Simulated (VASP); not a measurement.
The system is SnTe3.

```
CELL_PARAMETERS angstrom
0.00000 3.86122 3.86122
3.86122 0.00000 3.86122
3.86122 3.86122 0.00000
ATOMIC_POSITIONS crystal
Sn 0.00000 0.00000 0.00000
Te 0.25000 0.25000 0.25000
Te 0.75000 0.75000 0.75000
Te 0.50000 0.50000 0.50000
```

| Item | Value |
| --- | --- |
| Program | VASP 6.6.1 |
| Task | relaxation of cell and atoms |
| Functional | RPBE |
| Potentials or basis | VASP PAW PBE potentials, release 64 (Sn_d, Te) |
| Cutoff | 500 eV |
| k mesh | 4 × 4 × 4 |
| Occupations | fermi-dirac, width 0.1 eV |
| Spin | no spin polarisation |

At the start: pressure 1.8 GPa; volume 28.78 Å³/atom.

Task: Where does the relaxation end?

Result: Over 3 steps the energy falls by 5.7 meV/atom and the volume is 29.85 Å³/atom (+3.7 %); space group Fm-3m (No. 225, to 0.05 Å).

The path:
```csv
step,energy change (eV),largest force (eV/Å),pressure (GPa),volume (Å³)
1,0.0000,0.0000,1.76,115.13
2,-0.0214,0.0000,-0.39,120.50
3,-0.0228,0.0000,0.01,119.41
```

Final structure:
```
CELL_PARAMETERS angstrom
0.00000 3.90845 3.90845
3.90845 0.00000 3.90845
3.90845 3.90845 0.00000
ATOMIC_POSITIONS crystal
Sn 0.00000 0.00000 0.00000
Te 0.25000 0.25000 0.25000
Te 0.75000 0.75000 0.75000
Te 0.50000 0.50000 0.50000
```

Caveat: the PAW data sets were made with another functional, which shifts forces and pressure a little.
